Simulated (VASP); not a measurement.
# AsPbI5 (Immm) in VASP: single point with r2SCAN+rVV10

Aim: the single point of AsPbI5 with r2SCAN+rVV10.

Everything below comes from runs of VASP 6.6.1. Logs are shortened: lines on timing, memory, paths and dates and some standing lists are left out, and cuts for length are marked.

### Step 1. The cell of the first run

It takes space group Immm (No. 71, orthorhombic). Conventional cell: a = 5.613 Å, b = 9.288 Å, c = 11.837 Å, α = 90.00°, β = 90.00°, γ = 90.00°. Within 3.7 Å of As (site symmetry mmm) lie 6 I at 2.81 to 2.85 Å. Pb (site symmetry mmm) has 6 I at 3.07 to 3.33 Å within 4.0 Å. Within 3.8 Å of I (site symmetry m2m) lie 1 As at 2.85 Å and 2 Pb at 3.33 Å and 1 I at 3.58 Å. I (site symmetry mm2) has 1 As at 2.85 Å and 1 Pb at 3.07 Å within 3.8 Å. Within 3.7 Å of I (site symmetry mmm) lie 2 As at 2.81 Å.

### Step 2. Single point, r2SCAN+rVV10

POSCAR

```
AsPbI5
1.0
   -2.8064229747      4.6441531427      5.9182855362
    2.8064229747     -4.6441531427      5.9182855362
    2.8064229747      4.6441531427     -5.9182855362
As Pb I
1 1 5
Direct
    0.5000000000      0.5000000000      0.0000000000
    0.0000000000      0.0000000000      0.0000000000
    0.8072411523      0.5000000000      0.3072411523
    0.1927588477      0.5000000000      0.6927588477
    0.2593363285      0.2593363285      0.0000000000
    0.7406636715      0.7406636715      0.0000000000
    0.5000000000      0.0000000000      0.5000000000
```

INCAR.step1

```
ALGO = Normal ; EDIFF = 1E-4
ENCUT = 520 ; GGA = PE
ISMEAR = -1 ; LASPH = T
LCHARG = F ; LREAL = F
LWAVE = T ; NBANDS = 36
NELM = 80 ; PREC = Accurate
SIGMA = 0.03
```

INCAR.step2

```
ALGO = Normal ; BPARAM = 11.95
CPARAM = 0.0093 ; EDIFF = 1E-6
ENCUT = 520 ; ISIF = 2
ISMEAR = -1 ; ISTART = 1
IVDW_NL = 2 ; LASPH = T
LCHARG = F ; LMIXTAU = T
LREAL = F ; LUSE_VDW = T
LWAVE = F ; METAGGA = R2SCAN
NBANDS = 36 ; NELM = 80
PREC = Accurate ; SIGMA = 0.03
```

KPOINTS

```
k-points
0
Gamma
  6 6 6
```

Potentials or basis: VASP PAW PBE potentials, release 64 (As, Pb_d, I).

On the command line:

```bash
$ cat potpaw_PBE.64/As/POTCAR potpaw_PBE.64/Pb_d/POTCAR potpaw_PBE.64/I/POTCAR > POTCAR
$ cp INCAR.step1 INCAR
$ mpirun -np 1 vasp_std > vasp.out
$ cp INCAR.step2 INCAR
$ mpirun -np 1 vasp_std > vasp.out
```

OUTCAR:

```text
BPARAM = 11.95
   EDIFF = 1E-6
   ENCUT = 520
   ISIF = 2
   ISMEAR = -1
   ISTART = 1
   IVDW_NL = 2
   LASPH = T
   LREAL = F
   METAGGA = R2SCAN
   NELM = 80
   PREC = Accurate

 ion  position               nearest neighbor table
   1  0.500  0.500  0.000-   7 2.81   7 2.81   5 2.85   6 2.85   3 2.85   4 2.85
   2  0.000  0.000  0.000-   5 3.07   6 3.07   4 3.33   3 3.33   4 3.33   3 3.33
   3  0.807  0.500  0.307-   1 2.85   2 3.33   2 3.33
   4  0.193  0.500  0.693-   1 2.85   2 3.33   2 3.33
   5  0.259  0.259  0.000-   1 2.85   2 3.07
   6  0.741  0.741  0.000-   1 2.85   2 3.07
   7  0.500  0.000  0.500-   1 2.81   1 2.81

  LATTYP: Found a body centered orthorhombic cell.
 ALAT       =     5.6128459494
 B/A-ratio  =     1.6548300754
 C/A-ratio  =     2.1088359059

  Lattice vectors:

 A1 = (  -2.8064229747,   4.6441531427,   5.9182855362)
 A2 = (   2.8064229747,  -4.6441531427,   5.9182855362)
 A3 = (   2.8064229747,   4.6441531427,  -5.9182855362)

Analysis of symmetry for initial positions (statically):
=====================================================================
 Subroutine PRICEL returns:
 Original cell was already a primitive cell.

 Routine SETGRP: Setting up the symmetry group for a
 body centered orthorhombic supercell.

 Subroutine GETGRP returns: Found  8 space group operations
 (whereof  8 operations were pure point group operations)
 out of a pool of  8 trial point group operations.

The static configuration has the point symmetry D_2h.

Analysis of symmetry for dynamics (positions and initial velocities):
=====================================================================
 Subroutine PRICEL returns:
 Original cell was already a primitive cell.

 Routine SETGRP: Setting up the symmetry group for a
 body centered orthorhombic supercell.

 Subroutine GETGRP returns: Found  8 space group operations
 (whereof  8 operations were pure point group operations)
 out of a pool of  8 trial point group operations.

The dynamic configuration has the point symmetry D_2h.

 Subroutine INISYM returns: Found  8 space group operations
 (whereof  8 operations are pure point group operations),
 and found     1 'primitive' translations

----------------------------------------------------------------------------------------

                                     Primitive cell

  volume of cell :     308.5429

  direct lattice vectors                    reciprocal lattice vectors
    -2.806422975  4.644153143  5.918285536     0.000000000  0.107662255  0.084483926
     2.806422975 -4.644153143  5.918285536     0.178162738  0.000000000  0.084483926
     2.806422975  4.644153143 -5.918285536     0.178162738  0.107662255  0.000000000

  length of vectors
     8.029338205  8.029338205  8.029338205     0.136852822  0.197178840  0.208166093

  position of ions in fractional coordinates (direct lattice)
     0.500000000  0.500000000  0.000000000
     0.000000000  0.000000000  0.000000000
     0.807241152  0.500000000  0.307241152
     0.192758848  0.500000000  0.692758848
     0.259336328  0.259336328  0.000000000
     0.740663672  0.740663672  0.000000000
     0.500000000  0.000000000  0.500000000

  ion indices of the primitive-cell ions
   primitive index   ion index
                 1           1
                 2           2
                 3           3
                 4           4
                 5           5
                 6           6
                 7           7

----------------------------------------------------------------------------------------

 KPOINTS: k-points

Automatic generation of k-mesh.
 Grid dimensions read from file:
 generate k-points for:    6    6    6

 Generating k-lattice:

  Cartesian coordinates                     Fractional coordinates (reciprocal lattice)
     0.000000000  0.017943709  0.014080654     0.166666667  0.000000000  0.000000000
     0.029693790  0.000000000  0.014080654     0.000000000  0.166666667  0.000000000
     0.029693790  0.017943709  0.000000000     0.000000000  0.000000000  0.166666667

  Length of vectors
     0.022808804  0.032863140  0.034694349

  Shift w.r.t. Gamma in fractional coordinates (k-lattice)
     0.000000000  0.000000000  0.000000000

 Subroutine IBZKPT returns following result:
 ===========================================

 Found     46 irreducible k-points:

 Following reciprocal coordinates:
            Coordinates               Weight
  0.000000  0.000000  0.000000      1.000000
  0.166667  0.000000  0.000000      4.000000
  0.333333  0.000000  0.000000      4.000000
  0.500000  0.000000  0.000000      2.000000
  0.000000  0.166667 -0.000000      4.000000
  0.166667  0.166667 -0.000000      8.000000
[... 16 lines left out ...]
 -0.166667  0.166667  0.166667      2.000000
  0.166667  0.333333  0.166667      4.000000
 [... further k-points ...]
   k-points           NKPTS =     46   k-points in BZ     NKDIM =     46   number of bands    NBANDS=     36
   number of dos      NEDOS =    301   number of ions     NIONS =      7
   total plane-waves  NPLWV = 216000
   dimension x,y,z NGX =    60 NGY =   60 NGZ =   60
   dimension x,y,z NGXF=   120 NGYF=  120 NGZF=  120
   ions per type =               1   1   5
   NGX,Y,Z   is equivalent  to a cutoff of  12.42, 12.42, 12.42 a.u.
   NGXF,Y,Z  is equivalent  to a cutoff of  24.85, 24.85, 24.85 a.u.
 SYSTEM =  unknown system
   PREC   = accura    normal or accurate (medium, high low for compatibility)
   ISTART =      1    job   : 0-new  1-cont  2-samecut
   ICHARG =      0    charge: 1-file 2-atom 10-const
   ISPIN  =      1    spin polarized calculation?
   LNONCOLLINEAR =      F non collinear calculations
   LSORBIT =      F    spin-orbit coupling
   LASPH  =      T    aspherical Exc in radial PAW
   ENCUT  =  520.0 eV  38.22 Ry    6.18 a.u.  14.93 14.93 14.93*2*pi/ulx,y,z
   NELM   =     80;   NELMIN=  2; NELMDL=  0     # of ELM steps
   EDIFF  = 0.1E-05   stopping-criterion for ELM
   LREAL  =      F    real-space projection
   EDIFFG = 0.1E-04   stopping-criterion for IOM
   NSW    =      0    number of steps for IOM
   IBRION =     -1    ionic relax: 0-MD 1-quasi-New 2-CG
   NFREE  =      0    steps in history (QN), initial steepest desc. (CG)
   ISIF   =      2    stress and relaxation
   ISYM   =      2    0-nonsym 1-usesym 2-fastsym
   POTIM  = 0.5000    time-step for ionic-motion
   TEBEG  =    0.0;   TEEND  =   0.0 temperature during run
   PSTRESS=    0.0 pullay stress
   NELECT =      54.0000    total number of electrons
   NUPDOWN=      -1.0000    fix difference up-down
   EMIN   =  10.00;   EMAX   =-10.00  energy-range for DOS
   EFERMI =   0.00;   METHOD = LEGACY
   ISMEAR =    -1;   SIGMA  =   0.03  broadening in eV -4-tet -1-fermi 0-gaus
   EFERMI_NEDOS =   21; number of points for ismear=-14 and -15
   IALGO  =     38    algorithm
   IMIX   =      4    mixing-type and parameters
     AMIX     =   0.40;   BMIX     =  1.00
     AMIX_MAG =   1.60;   BMIX_MAG =  1.00
  volume/ion in A,a.u.               =      44.08       297.45
  Fermi-wavevector in a.u.,A,eV,Ry     =   0.915730  1.730479 11.409327  0.838562
  Thomas-Fermi vector in A             =   2.040505
   LORBIT       =      0    0 simple, 1 ext, 2 COOP (PROOUT), +10 PAW based schemes
   METAGGA = R2SCAN    functional components
   LHFCALC =     F    Hartree Fock is set to
   AEXX    =    0.0000 exact exchange contribution
   IVDW_NL    =     2    kernel type
   BPARAM     =11.9500
   IVDW    =     0    specifies the selected vdW correction
   LEPSILON=     F    determine dielectric tensor
   LRPA    =     F    only Hartree local field effects (RPA)
 non-spin polarized calculation
  energy-cutoff  :      520.00
  volume of cell :      308.54
 maximum number of plane-waves:      8355
   NGX = 29   NGY = 29   NGZ = 29

 number of electron      53.9999999 magnetization

 Free energy of the ion-electron system (eV)
  ---------------------------------------------------
  ext. energy  EPLUGINS =         0.00000000
  ---------------------------------------------------
  free energy    TOTEN  =      -193.87232560 eV

  energy without entropy =     -193.87046300  energy(sigma->0) =     -193.87139430

 E-fermi :   1.5727     XC(G=0):  -8.0779

 val. band max:        1.4139790046   @ k =   0.5000   0.5000  -0.0000
 cond. band min:       1.6151208043   @ k =   0.5000   0.5000  -0.0000
 fundamental gap:      0.2011417997
 Fermi energy:         1.5726734805

 k-point     1 :       0.0000    0.0000    0.0000
  band No.  band energies     occupation
      1     -15.9263      2.00000
      2     -15.9106      2.00000
      3     -15.9020      2.00000
      4     -15.8742      2.00000
      5     -15.8370      2.00000
      6     -12.2823      2.00000
[... 28 lines left out ...]
     35       8.1880      0.00000
     36       8.2757      0.00000

 k-point     2 :       0.1667    0.0000    0.0000
  band No.  band energies     occupation
      1     -15.9264      2.00000
      2     -15.9106      2.00000
      3     -15.9021      2.00000
      4     -15.8742      2.00000
      5     -15.8370      2.00000
      6     -12.2610      2.00000
[... 28 lines left out ...]
     35       8.2093      0.00000
     36       8.2748      0.00000

 k-point     3 :       0.3333    0.0000    0.0000
  band No.  band energies     occupation
      1     -15.9264      2.00000
      2     -15.9107      2.00000
      3     -15.9021      2.00000
      4     -15.8742      2.00000
      5     -15.8370      2.00000
      6     -12.2133      2.00000
[... 28 lines left out ...]
     35       7.9161      0.00000
     36       8.2955      0.00000
[... 742 lines left out ...]
 k-point    23 :      -0.1667    0.1667    0.1667
  band No.  band energies     occupation
      1     -15.9261      2.00000
      2     -15.9178      2.00000
      3     -15.8947      2.00000
      4     -15.8741      2.00000
      5     -15.8375      2.00000
      6     -11.9451      2.00000
[... 28 lines left out ...]
     35       7.8618      0.00000
     36       8.5494      0.00000

 k-point    24 :       0.1667    0.3333    0.1667
  band No.  band energies     occupation
      1     -15.9260      2.00000
      2     -15.9203      2.00000
      3     -15.8923      2.00000
      4     -15.8741      2.00000
      5     -15.8377      2.00000
      6     -11.6470      2.00000
[... 28 lines left out ...]
     35       8.2526      0.00000
     36       8.5377      0.00000

 [... further k-points ...]
[... 5 lines left out ...]
  --------------------------------------------------------------------------------------
  -------------------------------------------------------------------------------------
  Total        0.1089971      0.1496084      0.1539492      0.0000000      0.0000000      0.0000000
  in kB        0.5659917      0.7768747      0.7994154      0.0000000      0.0000000      0.0000000
  external PRESSURE =       0.7140939 kB  Pullay stress =       0.0000000 kB

 VOLUME and BASIS-vectors are now :
 -----------------------------------------------------------------------------
  energy-cutoff  :      520.00
  volume of cell :      308.54
      direct lattice vectors                 reciprocal lattice vectors
    -2.806422975  4.644153143  5.918285536     0.000000000  0.107662255  0.084483926
     2.806422975 -4.644153143  5.918285536     0.178162738  0.000000000  0.084483926
     2.806422975  4.644153143 -5.918285536     0.178162738  0.107662255  0.000000000

 POSITION                                       TOTAL-FORCE (eV/Angst)
 -----------------------------------------------------------------------------------
      0.00000      0.00000      5.91829        -0.000000      0.000000      0.000000
      0.00000      0.00000      0.00000        -0.000000      0.000000      0.000000
      0.00000      2.85375      5.91829        -0.000000     -0.000601      0.000000
      2.80642      1.79040      0.00000        -0.000000      0.000601      0.000000
      0.00000      0.00000      3.06965        -0.000000      0.000000      0.006486
      0.00000      0.00000      8.76692         0.000000     -0.000000     -0.006486
      0.00000      4.64415      0.00000        -0.000000      0.000000      0.000000
 -----------------------------------------------------------------------------------
    total drift:                                0.000000      0.000000      0.000000

  FREE ENERGIE OF THE ION-ELECTRON SYSTEM (eV)
  ---------------------------------------------------
  free  energy   TOTEN  =      -193.8723255974 eV

  energy  without entropy=     -193.8704630038  energy(sigma->0) =     -193.87139430
```

Run time: 22 min. Hardware: 1 thread of Intel Xeon 6975P-C (Granite Rapids), shared host; peak memory 1.6 GiB.

Results:

```yaml
Free_energy: -193.8723 eV
Pressure: 0.1 GPa
Largest_force: 0.006 eV/Å
```

Forces on the atoms (eV/Å):
```
As   0.000  0.000  0.000
Pb   0.000  0.000  0.000
I    0.000 -0.001  0.000
I    0.000  0.001  0.000
I    0.000  0.000  0.006
I    0.000  0.000 -0.006
I    0.000  0.000  0.000
```

Caveat: the PAW data sets were made with another functional, which shifts forces and pressure a little; spin-orbit coupling is left out, which moves the levels of the heavy elements.
